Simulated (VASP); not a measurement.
A run of VASP 6.6.1 is set up as follows.

POSCAR

```
AlCu2
1.0
    4.1694350907     -0.0000000289      0.0000000000
   -2.0847175204      3.6108367224      0.0000000000
    0.0000000000      0.0000000000      2.5925999000
Al Cu
1 2
Direct
    0.0000000000      0.0000000000      0.0000000000
    0.3333333333      0.6666666667      0.5000000000
    0.6666666667      0.3333333333      0.5000000000
```

INCAR.step1

```
  PREC = Accurate
  ENCUT = 520
  ISMEAR = 0
  SIGMA = 0.1
  LREAL = F
  LASPH = T
  NELM = 100
  NBANDS = 20
  GGA = PE
  ALGO = Normal
  EDIFF = 1E-4
  LWAVE = T
  LCHARG = F
```

Contents of INCAR.step2:

```
  PREC = Accurate
  ENCUT = 520
  EDIFF = 1E-6
  ISMEAR = 0
  SIGMA = 0.1
  LREAL = F
  LASPH = T
  NELM = 100
  ALGO = Normal
  ISIF = 2
  LWAVE = F
  LCHARG = T
  METAGGA = R2SCAN
  LMIXTAU = T
  LELF = T
  LVHAR = T
  NBANDS = 20
  ISTART = 1
```

File KPOINTS:

```
regular mesh
0
Gamma
  12 12 18
```

Potentials or basis: VASP PAW PBE potentials, release 64 (Al, Cu).

The run is started by

```console
$ cat potpaw_PBE.64/Al/POTCAR potpaw_PBE.64/Cu/POTCAR > POTCAR
$ cp INCAR.step1 INCAR
$ mpirun -np 1 vasp_std > vasp.out
$ cp INCAR.step2 INCAR
$ mpirun -np 1 vasp_std > vasp.out
```

Question: Estimate the band gap on the k mesh.

Answer: Zero (an odd number of electrons rules out a gap without spin polarisation).

Question: What does it give for the pressure?

Answer: -4.5 GPa.

Stress tensor (GPa, compression positive):
```
-4.70  0.00  0.00
 0.00 -4.70  0.00
 0.00  0.00 -4.16
```

Caveat: the cell stands under tension; the PAW data sets were made with another functional, which shifts forces and pressure a little.
